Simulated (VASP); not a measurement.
# AlGa3N4 (P1) in VASP: notebook

AlGa3N4 is run at these levels: PBEsol; tasks: single point.

Everything below comes from runs of VASP 6.6.1. Logs are shortened: lines on timing, memory, paths and dates and some standing lists are left out, and cuts for length are marked.

## Step 1: The cell of the first run

The typed cell holds 16 atoms: a = 8.946 Å, b = 4.473 Å, c = 4.473 Å, α = 90.00°, β = 90.00°, γ = 90.00°.

## Step 2: Single point, PBEsol

The input, INCAR:

```
PREC = Accurate ; ENCUT = 520
EDIFF = 1E-7 ; ISMEAR = -1
SIGMA = 0.05 ; LREAL = Auto
LASPH = True ; NELM = 80
ALGO = Normal ; ISIF = 2
LWAVE = False ; LCHARG = True
GGA = PS ; LELF = True
LVHAR = True ; NBANDS = 76
ISYM = 0
```

The input, KPOINTS:

```
Automatic mesh
0
Gamma
  1 1 1
  0.25 0.25 0.25
```

The input, POSCAR:

```
AlGa3N4
1.0
    8.9456740000      0.0000000000      0.0000000000
    0.0000000000      4.4728370000      0.0000000000
    0.0000000000      0.0000000000      4.4728370000
Al Ga N
2 6 8
Direct
    0.0060000000      0.0033050000      0.0035500000
    0.2481950000      0.9940380000      0.5089590000
    0.4971740000      0.9910000000      0.0050720000
    0.2532000000      0.5022010000      0.9971760000
    0.7490080000      0.5065230000      0.0027750000
    0.7509280000      0.0017620000      0.4973090000
    0.9983410000      0.4955680000      0.4990410000
    0.5036630000      0.5001810000      0.4943120000
    0.1267060000      0.2502310000      0.2478840000
    0.6241000000      0.2450080000      0.2439360000
    0.3734820000      0.7515830000      0.2549430000
    0.8739630000      0.7495800000      0.2489140000
    0.3766860000      0.2464980000      0.7486340000
    0.8735450000      0.2553640000      0.7501670000
    0.1254290000      0.7540470000      0.7501600000
    0.6251240000      0.7421710000      0.7552970000
```

Potentials or basis: VASP PAW PBE potentials, release 64 (Al, Ga_d, N).

On the command line:

```sh
$ cat potpaw_PBE.64/Al/POTCAR potpaw_PBE.64/Ga_d/POTCAR potpaw_PBE.64/N/POTCAR > POTCAR
$ mpirun -np 1 vasp_std > vasp.out
```

OUTCAR:

```text
PREC = Accurate
   ENCUT = 520
   EDIFF = 1E-7
   ISMEAR = -1
   LREAL = Auto
   LASPH = True
   NELM = 80
   ISIF = 2
   GGA = PS
   ISYM = 0

 ion  position               nearest neighbor table
   1  0.006  0.003  0.004-   9 1.89  15 1.92  12 1.97  14 1.99   2 3.10   7 3.12   2 3.13   4 3.14

   2  0.248  0.994  0.509-  15 1.88  11 1.93  13 1.94   9 1.96   1 3.10   4 3.10   1 3.13
   3  0.497  0.991  0.005-  11 1.90  10 1.93  13 1.95  16 1.95
   4  0.253  0.502  0.997-  11 1.93  13 1.94  15 1.95   9 1.95   2 3.10   1 3.14
   5  0.749  0.507  0.003-  16 1.89  12 1.91  14 1.94  10 1.94
   6  0.751  0.002  0.497-  12 1.93  10 1.94  14 1.94  16 1.99
   7  0.998  0.496  0.499-  14 1.91  12 1.94   9 1.95  15 1.97   1 3.12
   8  0.504  0.500  0.494-  16 1.93  10 1.93  11 1.94  13 1.97
   9  0.127  0.250  0.248-   1 1.89   7 1.95   4 1.95   2 1.96
  10  0.624  0.245  0.244-   8 1.93   3 1.93   6 1.94   5 1.94
  11  0.373  0.752  0.255-   3 1.90   2 1.93   4 1.93   8 1.94
  12  0.874  0.750  0.249-   5 1.91   6 1.93   7 1.94   1 1.97
  13  0.377  0.246  0.749-   2 1.94   4 1.94   3 1.95   8 1.97
  14  0.874  0.255  0.750-   7 1.91   6 1.94   5 1.94   1 1.99
  15  0.125  0.754  0.750-   2 1.88   1 1.92   4 1.95   7 1.97
  16  0.625  0.742  0.755-   5 1.89   8 1.93   3 1.95   6 1.99

IMPORTANT INFORMATION: All symmetrisations will be switched off!
NOSYMM: (Re-)initialisation of all symmetry stuff for point group C_1.

----------------------------------------------------------------------------------------

                                     Primitive cell

  volume of cell :     178.9696

  direct lattice vectors                    reciprocal lattice vectors
     8.945674000  0.000000000  0.000000000     0.111785875  0.000000000  0.000000000
     0.000000000  4.472837000  0.000000000     0.000000000  0.223571751  0.000000000
     0.000000000  0.000000000  4.472837000     0.000000000  0.000000000  0.223571751

  length of vectors
     8.945674000  4.472837000  4.472837000     0.111785875  0.223571751  0.223571751

  position of ions in fractional coordinates (direct lattice)
     0.006000000  0.003305000  0.003550000
     0.248195000  0.994038000  0.508959000
     0.497174000  0.991000000  0.005072000
     0.253200000  0.502201000  0.997176000
     0.749008000  0.506523000  0.002775000
     0.750928000  0.001762000  0.497309000
[... 8 lines left out ...]
     0.125429000  0.754047000  0.750160000
     0.625124000  0.742171000  0.755297000

  ion indices of the primitive-cell ions
   primitive index   ion index
                 1           1
                 2           2
                 3           3
                 4           4
                 5           5
                 6           6
[... 8 lines left out ...]
                15          15
                16          16

----------------------------------------------------------------------------------------

 KPOINTS: Automatic mesh

Automatic generation of k-mesh.
 Grid dimensions read from file:
 generate k-points for:    1    1    1

 Generating k-lattice:

  Cartesian coordinates                     Fractional coordinates (reciprocal lattice)
     0.111785875  0.000000000  0.000000000     1.000000000  0.000000000  0.000000000
     0.000000000  0.223571751  0.000000000     0.000000000  1.000000000  0.000000000
     0.000000000  0.000000000  0.223571751     0.000000000  0.000000000  1.000000000

  Length of vectors
     0.111785875  0.223571751  0.223571751

  Shift w.r.t. Gamma in fractional coordinates (k-lattice)
     0.250000000  0.250000000  0.250000000

 Subroutine IBZKPT returns following result:
 ===========================================

 Found      4 irreducible k-points:

 Following reciprocal coordinates:
            Coordinates               Weight
  0.250000  0.250000  0.250000      2.000000
  0.250000 -0.250000  0.250000      2.000000
  0.250000 -0.250000 -0.250000      2.000000
  0.250000  0.250000 -0.250000      2.000000
   k-points           NKPTS =      4   k-points in BZ     NKDIM =      4   number of bands    NBANDS=     76
   number of dos      NEDOS =    301   number of ions     NIONS =     16
   total plane-waves  NPLWV =  90720
   dimension x,y,z NGX =    70 NGY =   36 NGZ =   36
   dimension x,y,z NGXF=   140 NGYF=   72 NGZF=   72
   ions per type =               2   6   8
   NGX,Y,Z   is equivalent  to a cutoff of  13.01, 13.38, 13.38 a.u.
   NGXF,Y,Z  is equivalent  to a cutoff of  26.02, 26.76, 26.76 a.u.
 SYSTEM =  unknown system
   PREC   = accura    normal or accurate (medium, high low for compatibility)
   ISTART =      0    job   : 0-new  1-cont  2-samecut
   ICHARG =      2    charge: 1-file 2-atom 10-const
   ISPIN  =      1    spin polarized calculation?
   LNONCOLLINEAR =      F non collinear calculations
   LSORBIT =      F    spin-orbit coupling
   LASPH  =      T    aspherical Exc in radial PAW
   ENCUT  =  520.0 eV  38.22 Ry    6.18 a.u.  16.63  8.32  8.32*2*pi/ulx,y,z
   NELM   =     80;   NELMIN=  2; NELMDL= -5     # of ELM steps
   EDIFF  = 0.1E-06   stopping-criterion for ELM
   LREAL  =      T    real-space projection
   EDIFFG = 0.1E-05   stopping-criterion for IOM
   NSW    =      0    number of steps for IOM
   IBRION =     -1    ionic relax: 0-MD 1-quasi-New 2-CG
   NFREE  =      0    steps in history (QN), initial steepest desc. (CG)
   ISIF   =      2    stress and relaxation
   ISYM   =      0    0-nonsym 1-usesym 2-fastsym
   POTIM  = 0.5000    time-step for ionic-motion
   TEBEG  =    0.0;   TEEND  =   0.0 temperature during run
   PSTRESS=    0.0 pullay stress
   NELECT =     124.0000    total number of electrons
   NUPDOWN=      -1.0000    fix difference up-down
   EMIN   =  10.00;   EMAX   =-10.00  energy-range for DOS
   EFERMI =   0.00;   METHOD = LEGACY
   ISMEAR =    -1;   SIGMA  =   0.05  broadening in eV -4-tet -1-fermi 0-gaus
   EFERMI_NEDOS =   21; number of points for ismear=-14 and -15
   IALGO  =     38    algorithm
   IMIX   =      4    mixing-type and parameters
     AMIX     =   0.40;   BMIX     =  1.00
     AMIX_MAG =   1.60;   BMIX_MAG =  1.00
  volume/ion in A,a.u.               =      11.19        75.48
  Fermi-wavevector in a.u.,A,eV,Ry     =   1.448624  2.737502 28.551980  2.098511
  Thomas-Fermi vector in A             =   2.566444
   LORBIT       =      0    0 simple, 1 ext, 2 COOP (PROOUT), +10 PAW based schemes
   GGA     = PS    functional components
   LHFCALC =     F    Hartree Fock is set to
   AEXX    =    0.0000 exact exchange contribution
   IVDW    =     0    specifies the selected vdW correction
   LEPSILON=     F    determine dielectric tensor
   LRPA    =     F    only Hartree local field effects (RPA)
 non-spin polarized calculation
  energy-cutoff  :      520.00
  volume of cell :      178.97
 maximum number of plane-waves:      4818
 NGX is ok and might be reduce to    70
   NGX = 33   NGY = 17   NGZ = 17

 number of electron     123.9999994 magnetization

 Free energy of the ion-electron system (eV)
  ---------------------------------------------------
  ext. energy  EPLUGINS =         0.00000000
  ---------------------------------------------------
  free energy    TOTEN  =      -109.50350296 eV

  energy without entropy =     -109.50350296  energy(sigma->0) =     -109.50350296

 E-fermi :   6.4411     XC(G=0): -11.7205

 val. band max:        5.1858013893   @ k =   0.2500   0.2500   0.2500
 cond. band min:       9.7006871830   @ k =   0.2500  -0.2500  -0.2500
 fundamental gap:      4.5148857937
 Fermi energy:         6.4411297212

 k-point     1 :       0.2500    0.2500    0.2500
  band No.  band energies     occupation
      1      -9.9260      2.00000
      2      -9.6093      2.00000
      3      -9.4039      2.00000
      4      -9.3692      2.00000
      5      -9.1828      2.00000
      6      -9.1532      2.00000
[... 66 lines left out ...]
     73      13.1326      0.00000
     74      13.3699      0.00000

 k-point     2 :       0.2500   -0.2500    0.2500
  band No.  band energies     occupation
      1      -9.9295      2.00000
      2      -9.6130      2.00000
      3      -9.4037      2.00000
      4      -9.3641      2.00000
      5      -9.1919      2.00000
      6      -9.1467      2.00000
[... 66 lines left out ...]
     73      13.1401      0.00000
     74      13.3491      0.00000

 k-point     3 :       0.2500   -0.2500   -0.2500
  band No.  band energies     occupation
      1      -9.9256      2.00000
      2      -9.6146      2.00000
      3      -9.4042      2.00000
      4      -9.3571      2.00000
      5      -9.1885      2.00000
      6      -9.1550      2.00000
[... 66 lines left out ...]
     73      13.2076      0.00000
     74      13.3452      0.00000

 k-point     4 :       0.2500    0.2500   -0.2500
  band No.  band energies     occupation
      1      -9.9297      2.00000
      2      -9.6146      2.00000
      3      -9.4025      2.00000
      4      -9.3596      2.00000
      5      -9.1927      2.00000
      6      -9.1510      2.00000
[... 66 lines left out ...]
     73      13.1664      0.00000
     74      13.3524      0.00000
 [bands above 74 left out]

------------------------ aborting loop because EDIFF is reached ----------------------------------------

  FORCE on cell =-STRESS in cart. coord.  units (eV):
  Direction    XX          YY          ZZ          XY          YZ          ZX
  --------------------------------------------------------------------------------------
  -------------------------------------------------------------------------------------
  Total       -1.0246715     -0.1039564      0.1048216      0.2485881      0.2681861      0.0985461
  in kB       -9.1730975     -0.9306415      0.9383878      2.2254189      2.4008646      0.8822077
  external PRESSURE =      -3.0551171 kB  Pullay stress =       0.0000000 kB

 VOLUME and BASIS-vectors are now :
 -----------------------------------------------------------------------------
  energy-cutoff  :      520.00
  volume of cell :      178.97
      direct lattice vectors                 reciprocal lattice vectors
     8.945674000  0.000000000  0.000000000     0.111785875  0.000000000  0.000000000
     0.000000000  4.472837000  0.000000000     0.000000000  0.223571751  0.000000000
     0.000000000  0.000000000  4.472837000     0.000000000  0.000000000  0.223571751

 POSITION                                       TOTAL-FORCE (eV/Angst)
 -----------------------------------------------------------------------------------
      0.05367      0.01478      0.01588        -0.992261     -0.097775     -0.278182
      2.22027      4.44617      2.27649         0.420651      0.654105     -0.582519
      4.44756      4.43258      0.02269         0.325353      0.483274     -0.515509
      2.26504      2.24626      4.46021        -0.137155     -0.284840      0.088069
      6.70038      2.26559      0.01241         0.201697     -0.691265     -0.127348
      6.71756      0.00788      2.22438        -0.224807     -0.083913      0.443822
[... 8 lines left out ...]
      1.12205      3.37273      3.35534        -0.206445      0.405701      0.120520
      5.59216      3.31961      3.37832        -0.175462      0.761962     -0.579690
 -----------------------------------------------------------------------------------
    total drift:                                0.002382      0.001462     -0.002652

  FREE ENERGIE OF THE ION-ELECTRON SYSTEM (eV)
  ---------------------------------------------------
  free  energy   TOTEN  =      -109.5035029609 eV

  energy  without entropy=     -109.5035029609  energy(sigma->0) =     -109.50350296
```

It took 83 s on 1 thread of Intel Xeon 6975P-C (Granite Rapids), shared host; peak memory 0.29 GiB.

Results:

- Free energy: -109.5035 eV
- Pressure: -0.3 GPa
- Largest force: 1.360 eV/Å
- Band gap on the k mesh: 4.51 eV, indirect (the least direct gap lies 5.0 meV higher)

Forces on the atoms (eV/Å):
```
Al  -0.992 -0.098 -0.278
Al   0.421  0.654 -0.583
Ga   0.325  0.483 -0.516
Ga  -0.137 -0.285  0.088
Ga   0.202 -0.691 -0.127
Ga  -0.225 -0.084  0.444
Ga   0.189  0.345 -0.001
Ga  -0.357 -0.380  0.389
N    0.135 -0.856  0.350
N    0.164  0.125  0.254
N   -0.483  0.148  0.556
N    0.957  0.737 -0.343
N   -0.556 -0.345 -0.449
N    0.739 -0.921  0.675
N   -0.206  0.406  0.121
N   -0.175  0.762 -0.580
```

Levels at points of the mesh, in eV from the valence-band top:
| k point | band 60 | band 61 | band 62 | band 63 | band 64 | band 65 |
| --- | --- | --- | --- | --- | --- | --- |
| (0.25, 0.25, 0.25) | -0.53 | -0.43 | 0.00 | 4.53 | 5.03 | 5.19 |

Caveat: the k points lie up to 1.40 Å⁻¹ apart; the PAW data sets were made with another functional, which shifts forces and pressure a little. Expect the measured gap to be larger: semilocal functionals such as PBEsol lack the derivative discontinuity.

## Step 3: Single point, PBEsol

The input, INCAR:

```
ALGO     = Normal         # electronic algorithm
EDIFF    = 1E-7           # SCF threshold, eV
ENCUT    = 520            # plane-wave cutoff, eV
GGA      = PS             # functional
ISIF     = 2              # what is computed and relaxed
ISMEAR   = -1             # smearing method
LASPH    = True           # aspherical terms in the spheres
LCHARG   = True           # write CHGCAR
LELF     = True           # ELF
LREAL    = Auto         
LVHAR    = True         
LWAVE    = False          # write WAVECAR
NBANDS   = 76             # bands
NELECT   = 126.0        
NELM     = 100            # most SCF steps
PREC     = Accurate       # precision mode
SIGMA    = 0.05           # smearing width, eV
```

The input, KPOINTS:

```
k-points
0
Gamma
  2 2 2
```

POSCAR is that of step 2.

Potentials or basis: VASP PAW PBE potentials, release 64 (Al, Ga_d, N).

On the command line:

```sh
$ cat potpaw_PBE.64/Al/POTCAR potpaw_PBE.64/Ga_d/POTCAR potpaw_PBE.64/N/POTCAR > POTCAR
$ mpirun -np 1 vasp_std > vasp.out
```

It took 2 min on 1 thread of Intel Xeon 6975P-C (Granite Rapids), shared host; peak memory 0.32 GiB.

The run converged. Its results:

```yaml
Free_energy: -92.3222 eV
Largest_force: 1.344 eV/Å
```

Forces on the atoms (eV/Å):
```
Al  -0.776  0.020 -0.253
Al   0.228  0.568 -0.394
Ga   0.190  0.182 -0.461
Ga  -0.265 -0.186 -0.087
Ga   0.297 -0.595  0.116
Ga  -0.116 -0.138  0.228
Ga   0.366  0.199 -0.024
Ga  -0.440 -0.092  0.277
N    0.299 -0.899  0.340
N    0.022  0.100  0.186
N   -0.544  0.198  0.704
N    1.013  0.764 -0.443
N   -0.253 -0.379 -0.562
N    0.443 -0.935  0.787
N   -0.435  0.477  0.115
N   -0.029  0.715 -0.528
```

Levels at points of the mesh, in eV from the Fermi level:
| k point | band 58 | band 59 | band 60 | band 61 | band 62 | band 63 | band 64 | band 65 | band 66 | band 67 |
| --- | --- | --- | --- | --- | --- | --- | --- | --- | --- | --- |
| (0.00, 0.00, 0.00) | -5.33 | -5.28 | -3.93 | -3.90 | -3.89 | -1.78 | -0.95 | -0.82 | -0.81 | 0.77 |
| (0.50, 0.00, 0.00) | -5.13 | -4.56 | -4.52 | -4.24 | -4.20 | -0.44 | -0.32 | -0.26 | -0.12 | 0.12 |
| (0.00, 0.50, 0.00) | -5.15 | -4.93 | -4.87 | -4.80 | -4.79 | 0.77 | 0.84 | 1.94 | 2.02 | 2.82 |
| (0.00, 0.00, 0.50) | -5.29 | -4.90 | -4.88 | -4.81 | -4.78 | 0.77 | 0.81 | 1.99 | 2.00 | 2.75 |
| (0.50, 0.50, 0.00) | -5.77 | -5.02 | -4.92 | -4.83 | -4.75 | 1.46 | 1.53 | 1.62 | 1.66 | 2.09 |
| (0.50, 0.00, 0.50) | -5.78 | -4.99 | -4.97 | -4.81 | -4.78 | 1.46 | 1.52 | 1.58 | 1.61 | 2.19 |
| (0.00, 0.50, 0.50) | -4.76 | -4.74 | -4.70 | -4.68 | -4.67 | 0.84 | 0.88 | 1.29 | 1.38 | 2.80 |
| (0.50, 0.50, 0.50) | -4.83 | -4.76 | -4.74 | -4.73 | -4.70 | 1.60 | 1.70 | 1.74 | 1.79 | 1.87 |

Caveat: the k points lie up to 0.70 Å⁻¹ apart; the cell carries a net charge on a neutralising background, which shifts energy and pressure; the cell is charged against a uniform background, so pressure and absolute levels hang on convention; the PAW data sets were made with another functional, which shifts forces and pressure a little.
